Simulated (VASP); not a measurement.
# Ta2N (P1) in VASP: a series of runs

The runs below take Ta2N through single point, with PBE, PBEsol.

Everything below comes from runs of VASP 6.6.1. Logs are shortened: lines on timing, memory, paths and dates and some standing lists are left out, and cuts for length are marked.

### 1 The cell of the first run

The typed cell holds 3 atoms: a = 2.915 Å, b = 3.041 Å, c = 5.015 Å, α = 90.16°, β = 87.48°, γ = 116.04°.

### 2 Single point, PBE (atoms moved at random and the cell strained at random)

Contents of INCAR:

```
SYSTEM = Ta2N
PREC = Accurate
ENCUT = 520
EDIFF = 1E-6
ISMEAR = 0
SIGMA = 0.15
LREAL = .FALSE.
LASPH = .TRUE.
NELM = 100
ALGO = Normal
ISIF = 2
LWAVE = .FALSE.
LCHARG = .TRUE.
GGA = PE
LELF = .TRUE.
LVHAR = .TRUE.
NBANDS = 20
```

Contents of KPOINTS:

```
regular mesh
0
G
  12 12 8
  0 0 0
```

Contents of POSCAR:

```
Ta2N
1.0
    2.9138466106      0.0677795395      0.0666070263
   -1.3982245023      2.7005159753     -0.0059635902
    0.1048543988      0.0496973537      5.0139862605
Ta N
2 1
Direct
    0.6727220902      0.3324202913      0.7467776409
    0.3333761573      0.6655959700      0.2528670834
   -0.0060982475      0.0019837387      0.0003552757
```

Potentials or basis: VASP PAW PBE potentials, release 64 (Ta_pv, N).

Run with:

```bash
$ cat potpaw_PBE.64/Ta_pv/POTCAR potpaw_PBE.64/N/POTCAR > POTCAR
$ mpirun -np 1 vasp_std > vasp.out
```

OUTCAR:

```text
SYSTEM = Ta2N
   PREC = Accurate
   ENCUT = 520
   EDIFF = 1E-6
   ISMEAR = 0
   LREAL = .FALSE.
   LASPH = .TRUE.
   NELM = 100
   ISIF = 2
   GGA = PE

 ion  position               nearest neighbor table
   1  0.673  0.332  0.747-   3 2.11   3 2.14   3 2.25   2 2.96   2 3.02   2 3.04   2 3.10   2 3.11
                             2 3.14
   2  0.333  0.666  0.253-   3 2.10   3 2.15   3 2.24   1 2.96   1 3.02   1 3.04   1 3.10   1 3.11
                             1 3.14
   3  0.994  0.002  0.000-   2 2.10   1 2.11   1 2.14   2 2.15   2 2.24   1 2.25

  LATTYP: Found a triclinic cell.
 ALAT       =     2.9153957934
 B/A-ratio  =     1.0430928204
 C/A-ratio  =     1.7202908653
 COS(alpha) =     0.0027736379
 COS(beta)  =     0.0439665842
 COS(gamma) =     0.4389416151

  Lattice vectors:

 A1 = (  -2.9138466106,  -0.0677795395,  -0.0666070263)
 A2 = (  -1.3982245023,   2.7005159753,  -0.0059635902)
 A3 = (  -0.1048543988,  -0.0496973537,  -5.0139862605)

Analysis of symmetry for initial positions (statically):
=====================================================================
 Subroutine PRICEL returns:
 Original cell was already a primitive cell.

 Routine SETGRP: Setting up the symmetry group for a
 triclinic supercell.

 Subroutine GETGRP returns: Found  1 space group operations
 (whereof  1 operations were pure point group operations)
 out of a pool of  2 trial point group operations.

The static configuration has the point symmetry C_1 .

Analysis of symmetry for dynamics (positions and initial velocities):
=====================================================================
 Subroutine PRICEL returns:
 Original cell was already a primitive cell.

 Routine SETGRP: Setting up the symmetry group for a
 triclinic supercell.

 Subroutine GETGRP returns: Found  1 space group operations
 (whereof  1 operations were pure point group operations)
 out of a pool of  2 trial point group operations.

The dynamic configuration has the point symmetry C_1 .

 Subroutine INISYM returns: Found  1 space group operations
 (whereof  1 operations are pure point group operations),
 and found     1 'primitive' translations

----------------------------------------------------------------------------------------

                                     Primitive cell

  volume of cell :      39.9070

  direct lattice vectors                    reciprocal lattice vectors
     2.913846611  0.067779539  0.066607026     0.339304909  0.175659668 -0.008836768
    -1.398224502  2.700515975 -0.005963590    -0.008432991  0.365925703 -0.003450608
     0.104854399  0.049697354  5.013986261    -0.004517440 -0.001898277  0.199555396

  length of vectors
     2.915395793  3.041028421  5.015328752     0.382180885  0.366039127  0.199615547

  position of ions in fractional coordinates (direct lattice)
     0.672722090  0.332420291  0.746777641
     0.333376157  0.665595970  0.252867083
     0.993901753  0.001983739  0.000355276

  ion indices of the primitive-cell ions
   primitive index   ion index
                 1           1
                 2           2
                 3           3

----------------------------------------------------------------------------------------

 KPOINTS: regular mesh

Automatic generation of k-mesh.
 Grid dimensions read from file:
 generate k-points for:   12   12    8

 Generating k-lattice:

  Cartesian coordinates                     Fractional coordinates (reciprocal lattice)
     0.028275409  0.014638306 -0.000736397     0.083333333 -0.000000000 -0.000000000
    -0.000702749  0.030493809 -0.000287551     0.000000000  0.083333333  0.000000000
    -0.000564680 -0.000237285  0.024944424     0.000000000  0.000000000  0.125000000

  Length of vectors
     0.031848407  0.030503261  0.024951943

  Shift w.r.t. Gamma in fractional coordinates (k-lattice)
     0.000000000  0.000000000  0.000000000

 Subroutine IBZKPT returns following result:
 ===========================================

 Found    580 irreducible k-points:

 Following reciprocal coordinates:
            Coordinates               Weight
  0.000000  0.000000  0.000000      1.000000
  0.083333 -0.000000 -0.000000      2.000000
  0.166667 -0.000000  0.000000      2.000000
  0.250000 -0.000000 -0.000000      2.000000
  0.333333 -0.000000  0.000000      2.000000
  0.416667  0.000000  0.000000      2.000000
[... 16 lines left out ...]
  0.250000  0.166667 -0.000000      2.000000
  0.333333  0.166667  0.000000      2.000000
 [... further k-points ...]
   k-points           NKPTS =    580   k-points in BZ     NKDIM =    580   number of bands    NBANDS=     20
   number of dos      NEDOS =    301   number of ions     NIONS =      3
   total plane-waves  NPLWV =  23040
   dimension x,y,z NGX =    24 NGY =   24 NGZ =   40
   dimension x,y,z NGXF=    48 NGYF=   48 NGZF=   80
   ions per type =               2   1
   NGX,Y,Z   is equivalent  to a cutoff of  13.69, 13.12, 13.26 a.u.
   NGXF,Y,Z  is equivalent  to a cutoff of  27.37, 26.24, 26.52 a.u.
 SYSTEM =  Ta2N
   PREC   = accura    normal or accurate (medium, high low for compatibility)
   ISTART =      0    job   : 0-new  1-cont  2-samecut
   ICHARG =      2    charge: 1-file 2-atom 10-const
   ISPIN  =      1    spin polarized calculation?
   LNONCOLLINEAR =      F non collinear calculations
   LSORBIT =      F    spin-orbit coupling
   LASPH  =      T    aspherical Exc in radial PAW
   ENCUT  =  520.0 eV  38.22 Ry    6.18 a.u.   5.42  5.65  9.33*2*pi/ulx,y,z
   NELM   =    100;   NELMIN=  2; NELMDL= -5     # of ELM steps
   EDIFF  = 0.1E-05   stopping-criterion for ELM
   LREAL  =      F    real-space projection
   EDIFFG = 0.1E-04   stopping-criterion for IOM
   NSW    =      0    number of steps for IOM
   IBRION =     -1    ionic relax: 0-MD 1-quasi-New 2-CG
   NFREE  =      0    steps in history (QN), initial steepest desc. (CG)
   ISIF   =      2    stress and relaxation
   ISYM   =      2    0-nonsym 1-usesym 2-fastsym
   POTIM  = 0.5000    time-step for ionic-motion
   TEBEG  =    0.0;   TEEND  =   0.0 temperature during run
   PSTRESS=    0.0 pullay stress
   NELECT =      27.0000    total number of electrons
   NUPDOWN=      -1.0000    fix difference up-down
   EMIN   =  10.00;   EMAX   =-10.00  energy-range for DOS
   EFERMI =   0.00;   METHOD = LEGACY
   ISMEAR =     0;   SIGMA  =   0.15  broadening in eV -4-tet -1-fermi 0-gaus
   EFERMI_NEDOS =   21; number of points for ismear=-14 and -15
   IALGO  =     38    algorithm
   IMIX   =      4    mixing-type and parameters
     AMIX     =   0.40;   BMIX     =  1.00
     AMIX_MAG =   1.60;   BMIX_MAG =  1.00
  volume/ion in A,a.u.               =      13.30        89.77
  Fermi-wavevector in a.u.,A,eV,Ry     =   1.437186  2.715888 28.102886  2.065504
  Thomas-Fermi vector in A             =   2.556292
   LORBIT       =      0    0 simple, 1 ext, 2 COOP (PROOUT), +10 PAW based schemes
   GGA     = PE    functional components
   LHFCALC =     F    Hartree Fock is set to
   AEXX    =    0.0000 exact exchange contribution
   IVDW    =     0    specifies the selected vdW correction
   LEPSILON=     F    determine dielectric tensor
   LRPA    =     F    only Hartree local field effects (RPA)
 non-spin polarized calculation
 Gauss-broadening in eV      SIGMA  =   0.15
  energy-cutoff  :      520.00
  volume of cell :       39.91
 maximum number of plane-waves:      1089
 NGX is ok and might be reduce to    24
   NGX = 11   NGY = 11   NGZ = 19

 number of electron      26.9999999 magnetization

 Free energy of the ion-electron system (eV)
  ---------------------------------------------------
  ext. energy  EPLUGINS =         0.00000000
  ---------------------------------------------------
  free energy    TOTEN  =       -34.11884704 eV

  energy without entropy =      -34.10505517  energy(sigma->0) =      -34.11195110

 E-fermi :   7.6300     XC(G=0): -12.9665

 val. band max:        7.6294853724   @ k =  -0.0000  -0.0000   0.3750
 cond. band min:       7.6331921615   @ k =  -0.0000   0.4167   0.2500
 fundamental gap:      0.0037067891
 Fermi energy:         7.6300233571

 k-point     1 :       0.0000    0.0000    0.0000
  band No.  band energies     occupation
      1     -28.0115      2.00000
      2     -27.2452      2.00000
      3     -27.1489      2.00000
      4     -27.0853      2.00000
      5     -27.0645      2.00000
      6     -26.9873      2.00000
[... 12 lines left out ...]
     19       9.6203      0.00000
     20      12.7216      0.00000

 k-point     2 :       0.0833   -0.0000   -0.0000
  band No.  band energies     occupation
      1     -27.9879      2.00000
      2     -27.2650      2.00000
      3     -27.1832      2.00000
      4     -27.1255      2.00000
      5     -27.0659      2.00000
      6     -27.0337      2.00000
[... 12 lines left out ...]
     19      10.0316      0.00000
     20      12.7640      0.00000

 k-point     3 :       0.1667   -0.0000    0.0000
  band No.  band energies     occupation
      1     -27.9208      2.00000
      2     -27.3676      2.00000
      3     -27.2810      2.00000
      4     -27.2237      2.00000
      5     -27.1044      2.00000
      6     -27.0811      2.00000
[... 12 lines left out ...]
     19      11.2229      0.00000
     20      12.6157      0.00000

 k-point     4 :       0.2500   -0.0000   -0.0000
  band No.  band energies     occupation
      1     -27.8216      2.00000
      2     -27.5728      2.00000
      3     -27.4509      2.00000
      4     -27.2984      2.00000
      5     -27.1394      2.00000
      6     -27.1146      2.00000
[... 12 lines left out ...]
     19      12.1057      0.00000
     20      12.7699      0.00000

 k-point     5 :       0.3333   -0.0000    0.0000
  band No.  band energies     occupation
      1     -27.7960      2.00000
      2     -27.6955      2.00000
      3     -27.6366      2.00000
      4     -27.3430      2.00000
      5     -27.1717      2.00000
      6     -27.1589      2.00000
[... 12 lines left out ...]
     19      12.0322      0.00000
     20      12.8953      0.00000

 k-point     6 :       0.4167    0.0000    0.0000
  band No.  band energies     occupation
      1     -27.9439      2.00000
      2     -27.7753      2.00000
      3     -27.5882      2.00000
      4     -27.3719      2.00000
      5     -27.2266      2.00000
      6     -27.1822      2.00000
[... 12 lines left out ...]
     19      12.0716      0.00000
     20      12.3398      0.00000

 k-point     7 :       0.5000   -0.0000   -0.0000
  band No.  band energies     occupation
      1     -27.9991      2.00000
      2     -27.8238      2.00000
      3     -27.5371      2.00000
      4     -27.3814      2.00000
      5     -27.2606      2.00000
      6     -27.1894      2.00000
[... 12 lines left out ...]
     19      12.0271      0.00000
     20      12.8826      0.00000
[... 277 lines left out ...]
 k-point    20 :      -0.0000    0.1667    0.0000
  band No.  band energies     occupation
      1     -27.9373      2.00000
      2     -27.4117      2.00000
      3     -27.3032      2.00000
      4     -27.1334      2.00000
      5     -27.0969      2.00000
      6     -27.0027      2.00000
[... 12 lines left out ...]
     19      10.7160      0.00000
     20      12.1593      0.00000

 k-point    21 :       0.0833    0.1667    0.0000
  band No.  band energies     occupation
      1     -27.8832      2.00000
      2     -27.4782      2.00000
      3     -27.3904      2.00000
      4     -27.1841      2.00000
      5     -27.1187      2.00000
      6     -27.0508      2.00000
[... 12 lines left out ...]
     19      11.6292      0.00000
     20      12.1557      0.00000

 k-point    22 :       0.1667    0.1667    0.0000
  band No.  band energies     occupation
      1     -27.7957      2.00000
      2     -27.5483      2.00000
      3     -27.5131      2.00000
      4     -27.2778      2.00000
      5     -27.1866      2.00000
      6     -27.1318      2.00000
[... 12 lines left out ...]
     19      11.9925      0.00000
     20      12.7610      0.00000

 k-point    23 :       0.2500    0.1667   -0.0000
  band No.  band energies     occupation
      1     -27.7209      2.00000
      2     -27.6598      2.00000
      3     -27.5856      2.00000
      4     -27.4042      2.00000
      5     -27.2716      2.00000
      6     -27.1863      2.00000
[... 12 lines left out ...]
     19      12.2066      0.00000
     20      12.6597      0.00000

 k-point    24 :       0.3333    0.1667    0.0000
  band No.  band energies     occupation
      1     -27.8515      2.00000
      2     -27.6708      2.00000
      3     -27.5681      2.00000
      4     -27.4854      2.00000
      5     -27.3076      2.00000
      6     -27.2460      2.00000
[... 12 lines left out ...]
     19      12.2449      0.00000
     20      12.5405      0.00000

 [... further k-points ...]

------------------------ aborting loop because EDIFF is reached ----------------------------------------

  FORCE on cell =-STRESS in cart. coord.  units (eV):
  Direction    XX          YY          ZZ          XY          YZ          ZX
  --------------------------------------------------------------------------------------
  -------------------------------------------------------------------------------------
  Total        6.3514582     -0.3954346      0.4886653     -0.9284724     -1.9314800     -0.7834731
  in kB      254.9968248    -15.8758144     19.6188162    -37.2760860    -77.5445957    -31.4546896
  external PRESSURE =      86.2466089 kB  Pullay stress =       0.0000000 kB

 VOLUME and BASIS-vectors are now :
 -----------------------------------------------------------------------------
  energy-cutoff  :      520.00
  volume of cell :       39.91
      direct lattice vectors                 reciprocal lattice vectors
     2.913846611  0.067779539  0.066607026     0.339304909  0.175659668 -0.008836768
    -1.398224502  2.700515975 -0.005963590    -0.008432991  0.365925703 -0.003450608
     0.104854399  0.049697354  5.013986261    -0.004517440 -0.001898277  0.199555396

 POSITION                                       TOTAL-FORCE (eV/Angst)
 -----------------------------------------------------------------------------------
      1.57371      0.98042      3.78716        -0.179693      0.297980     -0.962951
      0.06727      1.83262      1.28611        -0.378259     -0.211755      0.961449
      2.89334      0.07274      0.06797         0.557952     -0.086224      0.001502
 -----------------------------------------------------------------------------------
    total drift:                               -0.000024     -0.000038      0.000099

  FREE ENERGIE OF THE ION-ELECTRON SYSTEM (eV)
  ---------------------------------------------------
  free  energy   TOTEN  =       -34.1188470378 eV

  energy  without entropy=      -34.1050551684  energy(sigma->0) =      -34.11195110
```

Wall time 4.9 min (1 thread of Intel Xeon Platinum 8124M at 3.00GHz (Skylake/Cascade Lake), shared host); peak memory 0.5 GiB.

What came out:

```yaml
Free_energy: -34.1188 eV
Pressure: 8.6 GPa
Largest_force: 1.055 eV/Å
Band_gap_on_the_k_mesh: zero (an odd number of electrons rules out a gap without spin polarisation)
```

Forces on the atoms (eV/Å):
```
Ta  -0.180  0.298 -0.963
Ta  -0.378 -0.212  0.961
N    0.558 -0.086  0.002
```

Stress tensor (GPa, compression positive):
```
25.50 -3.73 -3.15
-3.73 -1.59 -7.75
-3.15 -7.75  1.96
```

Levels at points of the mesh, in eV from the Fermi level:
```csv
k point,band 10,band 11,band 12,band 13,band 14,band 15,band 16,band 17
"(0.00, 0.00, 0.00)",-5.54,-5.03,-1.23,-0.95,0.19,0.39,0.70,0.77
"(0.50, 0.00, 0.00)",-6.13,-4.62,-2.35,-1.48,0.89,2.14,3.78,3.83
"(0.00, 0.50, 0.00)",-5.88,-4.60,-2.66,-1.28,0.96,2.54,3.87,4.06
"(0.50, 0.50, 0.00)",-6.78,-4.60,-2.29,-0.80,1.53,2.43,3.44,4.15
"(0.00, 0.00, 0.50)",-5.68,-3.21,-2.86,-1.66,-0.10,1.31,1.40,1.95
"(0.50, 0.00, 0.50)",-5.97,-3.57,-2.11,-1.76,-0.61,1.16,2.95,3.69
"(0.00, 0.50, 0.50)",-5.67,-3.62,-2.43,-2.03,-0.51,1.51,3.27,4.24
"(0.50, 0.50, 0.50)",-6.52,-3.41,-1.85,-1.80,-0.10,0.55,3.58,4.21
```

Caveat: the cell differs from its parent crystal (atoms moved at random and the cell strained at random); the cell stands under pressure; spin-orbit coupling is left out, which moves the levels of the heavy elements; forces of over 1 eV/Å act on the atoms, so gaps and moduli don't describe the material at rest.

### 3 Single point, PBEsol

Contents of INCAR:

```
SYSTEM = Ta2N
PREC = Accurate
ENCUT = 520
EDIFF = 1E-6
ISMEAR = -1
SIGMA = 0.15
LREAL = .FALSE.
LASPH = .TRUE.
NELM = 80
ALGO = Normal
ISIF = 2
LWAVE = .FALSE.
LCHARG = .FALSE.
GGA = PS
NBANDS = 20
```

KPOINTS is that of step 2.

POSCAR is that of step 2.

Potentials or basis: VASP PAW PBE potentials, release 64 (Ta_pv, N).

Run with:

```bash
$ cat potpaw_PBE.64/Ta_pv/POTCAR potpaw_PBE.64/N/POTCAR > POTCAR
$ mpirun -np 1 vasp_std > vasp.out
```

Run time: 5.2 min. Hardware: 1 thread of Intel Xeon Platinum 8124M at 3.00GHz (Skylake/Cascade Lake), shared host; peak memory 0.5 GiB.

It converged, with:

```yaml
Free_energy: -36.2856 eV
Pressure: 0.7 GPa
Largest_force: 0.782 eV/Å
Band_gap_on_the_k_mesh: zero (an odd number of electrons rules out a gap without spin polarisation)
```

Forces on the atoms (eV/Å):
```
Ta  -0.177  0.262 -0.667
Ta  -0.370 -0.178  0.666
N    0.547 -0.084  0.001
```

Stress tensor (GPa, compression positive):
```
17.51 -3.79 -3.15
-3.79 -9.09 -7.25
-3.15 -7.25 -6.27
```

Levels at points of the mesh, in eV from the Fermi level:
```tsv
k point	band 11	band 12	band 13	band 14	band 15	band 16
(0.00, 0.00, 0.00)	-4.99	-1.23	-0.96	0.23	0.38	0.69
(0.50, 0.00, 0.00)	-4.63	-2.32	-1.44	0.90	2.16	3.79
(0.00, 0.50, 0.00)	-4.61	-2.63	-1.24	0.98	2.56	3.89
(0.50, 0.50, 0.00)	-4.60	-2.26	-0.77	1.55	2.45	3.45
(0.00, 0.00, 0.50)	-3.20	-2.82	-1.67	-0.10	1.32	1.41
(0.50, 0.00, 0.50)	-3.58	-2.08	-1.72	-0.58	1.16	2.96
(0.00, 0.50, 0.50)	-3.63	-2.39	-2.00	-0.48	1.52	3.28
(0.50, 0.50, 0.50)	-3.42	-1.82	-1.77	-0.07	0.56	3.59
```

Caveat: the PAW data sets were made with another functional, which shifts forces and pressure a little; spin-orbit coupling is left out, which moves the levels of the heavy elements.
